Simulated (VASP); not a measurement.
A run of VASP 6.6.1:

The input INCAR:

```
SYSTEM = YIn
PREC = Accurate ; ENCUT = 520
EDIFF = 1E-6 ; ISMEAR = 0
SIGMA = 0.15 ; LREAL = .False.
LASPH = .True. ; NELM = 60
ALGO = Fast ; ISIF = 2
LWAVE = .False. ; LCHARG = .False.
GGA = PS ; NBANDS = 19
```

The input KPOINTS:

```
Automatic mesh
0
Gamma
  12 12 12
  0 0 0
```

File POSCAR:

```
YIn
1.0
    3.8100000000      0.0000000000      0.0000000000
    0.0000000000      3.8481000000      0.0000000000
    0.0000000000      0.0000000000      3.8100000000
Y In
1 1
Direct
    0.5000000000      0.5000000000      0.5000000000
    0.0000000000      0.0000000000      0.0000000000
```

Potentials or basis: VASP PAW PBE potentials, release 64 (Y_sv, In_d).

The run is started by

```console
$ cat potpaw_PBE.64/Y_sv/POTCAR potpaw_PBE.64/In_d/POTCAR > POTCAR
$ mpirun -np 1 vasp_std > vasp.out
```

Hardware: 1 thread of Intel Xeon 8259CL, with other jobs on the host.

Task: How long does it take, and how much memory?

Result: It took 8.1 min on 1 thread of Intel Xeon 8259CL, on a shared host, peak memory 0.36 GiB. Counts: scf iterations 25, k points 196.
